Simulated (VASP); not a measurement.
Set up this calculation in VASP 6.6.1, as the native input.

```
Task                   : single point
Functional             : PBEsol
Potentials or basis    : VASP PAW PBE potentials, release 64 (Zn, Se, Cd)
Cutoff                 : 520 eV
k mesh                 : 1 × 1 × 1, shifted
Occupations            : fermi-dirac, width 0.05 eV
Spin                   : no spin polarisation
Dipole correction      : no
Further INCAR settings : LREAL = Auto; ALGO = Normal; EDIFF = 1e-07; NBANDS = 86; ISYM = 0
```

The structure of Zn3Cd5Se8 lies in POSCAR:

```
Zn3Cd5Se8
1.0
   11.8205630000      0.0000000000      0.0000000000
    0.0000000000      5.9102820000      0.0000000000
    0.0000000000      0.0000000000      5.9102820000
Zn Se Cd
3 8 5
Direct
    0.9979910000      0.0090970000      0.9911930000
    0.5025640000      0.9790360000      0.0110030000
    0.2630170000      0.5074720000      0.0070380000
    0.1219140000      0.2534230000      0.2273740000
    0.6321350000      0.2688060000      0.2451300000
    0.3765510000      0.7359690000      0.2674170000
    0.8758480000      0.7458080000      0.2773820000
    0.3731040000      0.2346000000      0.7225020000
    0.8603780000      0.2522780000      0.7343910000
    0.1296010000      0.7398330000      0.7083060000
    0.6178600000      0.7472380000      0.7754720000
    0.7544630000      0.5079030000      0.0094710000
    0.2427450000      0.0297370000      0.4859420000
    0.7470140000      0.9899570000      0.4810530000
    0.9949360000      0.4988050000      0.5215850000
    0.5032580000      0.5074920000      0.4977440000
```

One way to write it, as run:

INCAR

```
PREC     = Accurate       # precision mode
ENCUT    = 520            # plane-wave cutoff, eV
EDIFF    = 1E-7           # SCF threshold, eV
ISMEAR   = -1             # smearing method
SIGMA    = 0.05           # smearing width, eV
LREAL    = Auto         
LASPH    = True           # aspherical terms in the spheres
NELM     = 60             # most SCF steps
ALGO     = Normal         # electronic algorithm
ISIF     = 2              # what is computed and relaxed
LWAVE    = False          # write WAVECAR
LCHARG   = True           # write CHGCAR
GGA      = PS             # functional
LELF     = True           # ELF
LVHAR    = True         
ISYM     = 0            
NBANDS   = 86             # bands
```

KPOINTS

```
Automatic mesh
0
Gamma
  1 1 1
  0.25 0.25 0.25
```

Potentials or basis: VASP PAW PBE potentials, release 64 (Zn, Se, Cd).

Run with:

```console
$ cat potpaw_PBE.64/Zn/POTCAR potpaw_PBE.64/Se/POTCAR potpaw_PBE.64/Cd/POTCAR > POTCAR
$ mpirun -np 1 vasp_std > vasp.out
```

It gave:

* Pressure: 2.8 GPa
* Largest force: 2.765 eV/Å
* Band gap on the k mesh: 2.39 eV, indirect (least direct gap 2.41 eV)

Caveat: the k points lie up to 1.06 Å⁻¹ apart; the PAW data sets were made with another functional, which shifts forces and pressure a little.

It took 9.4 min on 1 thread of Intel Xeon 8259CL, with other jobs on the host, peak memory 0.51 GiB.
